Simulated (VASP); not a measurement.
La:

```
La
1.0
     3.59962    0.00000    0.00000
    -1.79981    3.11736    0.00000
     0.00000    0.00000   11.55244
La
4
Cartesian
  -1.7998 3.1174 0.0000
  1.7998 3.1174 5.7762
  0.0000 2.0782 8.6643
  1.7998 1.0391 2.8881
```

Base run:

| Item | Value |
| --- | --- |
| Program | VASP 6.6.1 |
| Functional | LDA |
| Potentials or basis | VASP PAW LDA potentials, release 64 (La) |
| Cutoff | 520 eV |
| k mesh | 10 × 10 × 3 |
| Occupations | gaussian, width 0.3 eV |
| Spin | no spin polarisation |

Its results: band gap on the k mesh zero (bands 22 and 23 overlap by 1.12 eV); pressure -0.1 GPa.

Question: The run is repeated on the same cell with these changes: occupations from gaussian, width 0.3 eV to gaussian, width 1 eV. What comes out?

Answer: Band gap on the k mesh zero (bands 22 and 23 overlap by 1.18 eV); pressure 1.4 GPa.

Caveats: so wide a smearing shifts energies and pressures; spin-orbit coupling is left out, which moves the levels of the heavy elements; the highest band is partly filled, so the run has too few bands (at least some runs).
